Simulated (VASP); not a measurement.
# Si4B (I4/m) in VASP: notebook

The runs below take Si4B through single point, with PBE.

All numbers are computed with VASP 6.6.1; they aren't measurements. Logs are shortened: lines on timing, memory, paths and dates and some standing lists are left out, and cuts for length are marked.

### Step 1. The cell of the first run

The typed cell holds 5 atoms: a = 4.846 Å, b = 4.846 Å, c = 4.846 Å, α = 95.70°, β = 95.70°, γ = 143.27°.

### Step 2. Single point, PBE

Contents of INCAR:

```
ALGO = Normal ; EDIFF = 1E-6
ENCUT = 500 ; GGA = PE
GGA_COMPAT = F ; ISIF = 2
ISMEAR = 0 ; LASPH = T
LCHARG = T ; LELF = T
LREAL = F ; LVHAR = T
LWAVE = F ; NBANDS = 18
NELM = 120 ; PREC = Accurate
SIGMA = 0.2
```

Contents of KPOINTS:

```
k-points
0
Gamma
  5 5 5
```

Contents of POSCAR:

```
Si4B
1.0
   -3.2520286820      3.2520286820      1.5265630602
    3.2520286820     -3.2520286820      1.5265630602
    3.2520286820      3.2520286820     -1.5265630602
Si B
4 1
Direct
    0.7640307222      0.4994667193      0.2634974415
    0.4994667193      0.2359692778      0.7354359970
    0.2359692778      0.5005332807      0.7365025585
    0.5005332807      0.7640307222      0.2645640030
    0.0000000000      0.0000000000      0.0000000000
```

Potentials or basis: VASP PAW PBE potentials, release 64 (Si, B).

On the command line:

```bash
cat potpaw_PBE.64/Si/POTCAR potpaw_PBE.64/B/POTCAR > POTCAR
mpirun -np 1 vasp_std > vasp.out
```

OUTCAR:

```text
EDIFF = 1E-6
   ENCUT = 500
   GGA = PE
   ISIF = 2
   ISMEAR = 0
   LASPH = T
   LREAL = F
   NELM = 120
   PREC = Accurate

 ion  position               nearest neighbor table
   1  0.764  0.499  0.263-   5 2.30   5 2.30   4 2.43   2 2.43   2 2.65   2 2.65   4 2.65   4 2.65
                             3 3.07
   2  0.499  0.236  0.735-   5 2.30   5 2.30   3 2.43   1 2.43   1 2.65   1 2.65   3 2.65   3 2.65
                             4 3.07
   3  0.236  0.501  0.737-   5 2.30   5 2.30   2 2.43   4 2.43   4 2.65   4 2.65   2 2.65   2 2.65
                             1 3.07
   4  0.501  0.764  0.265-   5 2.30   5 2.30   1 2.43   3 2.43   3 2.65   3 2.65   1 2.65   1 2.65
                             2 3.07
   5  0.000  0.000  0.000-   1 2.30   3 2.30   1 2.30   3 2.30   4 2.30   2 2.30   4 2.30   2 2.30

  LATTYP: Found a body centered tetragonal cell.
 ALAT       =     6.5040573640
 C/A-ratio  =     0.4694186951

  Lattice vectors:

 A1 = (  -3.2520286820,   3.2520286820,   1.5265630602)
 A2 = (   3.2520286820,  -3.2520286820,   1.5265630602)
 A3 = (   3.2520286820,   3.2520286820,  -1.5265630602)

Analysis of symmetry for initial positions (statically):
=====================================================================
 Subroutine PRICEL returns:
 Original cell was already a primitive cell.

 Routine SETGRP: Setting up the symmetry group for a
 body centered tetragonal supercell.

 Subroutine GETGRP returns: Found  8 space group operations
 (whereof  8 operations were pure point group operations)
 out of a pool of 16 trial point group operations.

The static configuration has the point symmetry C_4h.

Analysis of symmetry for dynamics (positions and initial velocities):
=====================================================================
 Subroutine PRICEL returns:
 Original cell was already a primitive cell.

 Routine SETGRP: Setting up the symmetry group for a
 body centered tetragonal supercell.

 Subroutine GETGRP returns: Found  8 space group operations
 (whereof  8 operations were pure point group operations)
 out of a pool of 16 trial point group operations.

The dynamic configuration has the point symmetry C_4h.

 Subroutine INISYM returns: Found  8 space group operations
 (whereof  8 operations are pure point group operations),
 and found     1 'primitive' translations

----------------------------------------------------------------------------------------

                                     Primitive cell
[... 95 lines left out ...]
   EDIFFG = 0.1E-04   stopping-criterion for IOM
   NSW    =      0    number of steps for IOM
   IBRION =     -1    ionic relax: 0-MD 1-quasi-New 2-CG
   NFREE  =      0    steps in history (QN), initial steepest desc. (CG)
   ISIF   =      2    stress and relaxation
   ISYM   =      2    0-nonsym 1-usesym 2-fastsym
   POTIM  = 0.5000    time-step for ionic-motion
   TEBEG  =    0.0;   TEEND  =   0.0 temperature during run
   PSTRESS=    0.0 pullay stress
   NELECT =      19.0000    total number of electrons
   NUPDOWN=      -1.0000    fix difference up-down
   EMIN   =  10.00;   EMAX   =-10.00  energy-range for DOS
   EFERMI =   0.00;   METHOD = LEGACY
   ISMEAR =     0;   SIGMA  =   0.20  broadening in eV -4-tet -1-fermi 0-gaus
   EFERMI_NEDOS =   21; number of points for ismear=-14 and -15
   IALGO  =     38    algorithm
   IMIX   =      4    mixing-type and parameters
     AMIX     =   0.40;   BMIX     =  1.00
     AMIX_MAG =   1.60;   BMIX_MAG =  1.00
  volume/ion in A,a.u.               =      12.92        87.16
  Fermi-wavevector in a.u.,A,eV,Ry     =   1.088842  2.057613 16.130754  1.185577
  Thomas-Fermi vector in A             =   2.225032
   LORBIT       =      0    0 simple, 1 ext, 2 COOP (PROOUT), +10 PAW based schemes
   GGA     = PE    functional components
   LHFCALC =     F    Hartree Fock is set to
   AEXX    =    0.0000 exact exchange contribution
   IVDW    =     0    specifies the selected vdW correction
   LEPSILON=     F    determine dielectric tensor
   LRPA    =     F    only Hartree local field effects (RPA)
 non-spin polarized calculation
 Gauss-broadening in eV      SIGMA  =   0.20
  energy-cutoff  :      500.00
  volume of cell :       64.58
 maximum number of plane-waves:      1654
   NGX = 17   NGY = 17   NGZ = 17

 number of electron      19.0000000 magnetization

 Free energy of the ion-electron system (eV)
  ---------------------------------------------------
  ext. energy  EPLUGINS =         0.00000000
  ---------------------------------------------------
  free energy    TOTEN  =       -25.74105568 eV

  energy without entropy =      -25.70320276  energy(sigma->0) =      -25.72212922

 E-fermi :   9.6380     XC(G=0): -11.2692

 val. band max:        9.4958075680   @ k =  -0.4000  -0.4000   0.4000
 cond. band min:       9.6427466607   @ k =  -0.4000   0.2000   0.0000
 fundamental gap:      0.1469390927
 Fermi energy:         9.6380427152

 k-point     1 :       0.0000    0.0000    0.0000
  band No.  band energies     occupation
      1      -5.0026      2.00000
      2       1.0846      2.00000
      3       1.2919      2.00000
      4       1.2919      2.00000
      5       3.2393      2.00000
      6       7.0484      2.00000
[... 418 lines left out ...]
      5       4.4460      2.00000
      6       9.4958      1.68547
[... 10 lines left out ...]
     17      14.9701      0.00000
     18      16.0772      0.00000

------------------------ aborting loop because EDIFF is reached ----------------------------------------

  FORCE on cell =-STRESS in cart. coord.  units (eV):
  Direction    XX          YY          ZZ          XY          YZ          ZX
  --------------------------------------------------------------------------------------
  -------------------------------------------------------------------------------------
  Total        0.0733177      0.0733177      0.0767035      0.0000000     -0.0000000      0.0000000
  in kB        1.8190147      1.8190147      1.9030147      0.0000000     -0.0000000      0.0000000
  external PRESSURE =       1.8470147 kB  Pullay stress =       0.0000000 kB

 VOLUME and BASIS-vectors are now :
 -----------------------------------------------------------------------------
  energy-cutoff  :      500.00
  volume of cell :       64.58
      direct lattice vectors                 reciprocal lattice vectors
    -3.252028682  3.252028682  1.526563060     0.000000000  0.153750181  0.327533145
     3.252028682 -3.252028682  1.526563060     0.153750181  0.000000000  0.327533145
     3.252028682  3.252028682 -1.526563060     0.153750181  0.153750181  0.000000000

 POSITION                                       TOTAL-FORCE (eV/Angst)
 -----------------------------------------------------------------------------------
     -0.00347      1.71727      1.52656         0.004882      0.008085      0.000000
      1.53476      3.24856      0.00000        -0.008085      0.004882     -0.000000
      3.25550      1.53476      0.00000        -0.004882     -0.008085     -0.000000
      1.71727      0.00347      1.52656         0.008085     -0.004882      0.000000
      0.00000      0.00000      0.00000        -0.000000     -0.000000      0.000000
 -----------------------------------------------------------------------------------
    total drift:                                0.000000     -0.000000     -0.000000

  FREE ENERGIE OF THE ION-ELECTRON SYSTEM (eV)
  ---------------------------------------------------
  free  energy   TOTEN  =       -25.7410556830 eV

  energy  without entropy=      -25.7032027619  energy(sigma->0) =      -25.72212922
```

OSZICAR:

```text
N       E                     dE             d eps       ncg     rms          rms(c)
DAV:   1     0.265331102546E+02    0.26533E+02   -0.75509E+03   756   0.870E+02
DAV:   2    -0.244574431316E+02   -0.50991E+02   -0.47925E+02  1010   0.135E+02
DAV:   3    -0.264185759572E+02   -0.19611E+01   -0.19347E+01   990   0.224E+01
DAV:   4    -0.264311595484E+02   -0.12584E-01   -0.12571E-01   940   0.221E+00
DAV:   5    -0.264312400408E+02   -0.80492E-04   -0.80479E-04   966   0.168E-01    0.714E+00
DAV:   6    -0.257415231151E+02    0.68972E+00   -0.19090E+00   844   0.765E+00    0.379E+00
DAV:   7    -0.257476164804E+02   -0.60934E-02   -0.30451E-01   914   0.268E+00    0.185E+00
DAV:   8    -0.257415909473E+02    0.60255E-02   -0.15665E-02   956   0.784E-01    0.344E-01
DAV:   9    -0.257410239786E+02    0.56697E-03   -0.31836E-03   952   0.326E-01    0.110E-01
DAV:  10    -0.257410548217E+02   -0.30843E-04   -0.37534E-04   896   0.109E-01    0.539E-02
DAV:  11    -0.257410574233E+02   -0.26016E-05   -0.91713E-06   990   0.193E-02    0.223E-02
DAV:  12    -0.257410557615E+02    0.16618E-05   -0.55374E-06   862   0.114E-02    0.398E-03
DAV:  13    -0.257410556830E+02    0.78484E-07   -0.32445E-07   458   0.333E-03
   1 F= -.25741056E+02 E0= -.25722129E+02  d E =-.378529E-01
```

stdout:

```text
POSCAR found type information on POSCAR SiB
 POSCAR found :  2 types and       5 ions
 scaLAPACK will be used
 LDA part: xc-table for (Slater+PW92), standard interpolation
 POSCAR, INCAR and KPOINTS ok, starting setup
 FFT: planning ... GRIDC
 FFT: planning ... GRID_SOFT
 FFT: planning ... GRID
 WAVECAR not read
 entering main loop
```

Wall time 49 s (1 thread of Intel Xeon 8259CL, shared host); peak memory 0.19 GiB.

What came out:

```yaml
Free_energy: -25.7411 eV
Pressure: 0.2 GPa
Largest_force: 0.009 eV/Å
```

Forces in eV/Å, atoms in the order of the input:
```
Si   0.005  0.008  0.000
Si  -0.008  0.005  0.000
Si  -0.005 -0.008  0.000
Si   0.008 -0.005  0.000
B    0.000  0.000  0.000
```

Caveat: the k points lie up to 0.45 Å⁻¹ apart.

### Step 3. Single point, PBE

Contents of INCAR:

```
SYSTEM = Si4B
PREC     = Accurate       ! precision mode
ENCUT    = 500            ! plane-wave cutoff, eV
EDIFF    = 1E-6           ! SCF threshold, eV
ISMEAR   = 0              ! smearing method
SIGMA    = 0.2            ! smearing width, eV
LREAL    = .False.        ! projectors in reciprocal space
LASPH    = .True.         ! aspherical terms in the spheres
NELM     = 120            ! most SCF steps
ALGO     = Normal         ! electronic algorithm
ISIF     = 2              ! what is computed and relaxed
LWAVE    = .False.        ! write WAVECAR
LCHARG   = .True.         ! write CHGCAR
GGA      = PE             ! functional
LELF     = .True.         ! ELF
LVHAR    = .True.       
NBANDS   = 18             ! bands
GGA_COMPAT= .False.
```

Contents of KPOINTS:

```
Automatic mesh
0
Gamma
  5 5 5
  0 0 0
```

Contents of POSCAR:

```
Si4B
1.0
   -3.2528323787      3.2528323787      1.5267874018
    3.2528323787     -3.2528323787      1.5267874018
    3.2528323787      3.2528323787     -1.5267874018
Si B
4 1
Direct
    0.5003407675      0.2358714276      0.7362121951
    0.2358714276      0.4996592325      0.7355306601
    0.4996592325      0.7641285724      0.2637878049
    0.7641285724      0.5003407675      0.2644693399
    0.0000000000      0.0000000000      0.0000000000
```

Potentials or basis: VASP PAW PBE potentials, release 64 (Si, B).

On the command line:

```bash
cat potpaw_PBE.64/Si/POTCAR potpaw_PBE.64/B/POTCAR > POTCAR
mpirun -np 1 vasp_std > vasp.out
```

Wall time 48 s (1 thread of Intel Xeon 8259CL, shared host); peak memory 0.2 GiB.

It converged, with:

```
Free energy   : -25.7411 eV
Pressure      : 0.1 GPa
Largest force : 0.008 eV/Å
```

Forces on the atoms (eV/Å):
```
Si   0.007 -0.003  0.000
Si   0.003  0.007  0.000
Si  -0.007  0.003  0.000
Si  -0.003 -0.007  0.000
B    0.000  0.000  0.000
```

Stress tensor (GPa, compression positive):
```
0.05 0.00 0.00
0.00 0.05 0.00
0.00 0.00 0.14
```

Levels at points of the mesh, in eV from the Fermi level:
```
           k point  band 6  band 7  band 8  band 9  band 10  band 11  band 12  band 13
(0.00, 0.00, 0.00)   -2.59   -2.59   -0.67   -0.40     0.50     2.71     3.25     3.25
```

Caveat: the k points lie up to 0.45 Å⁻¹ apart.
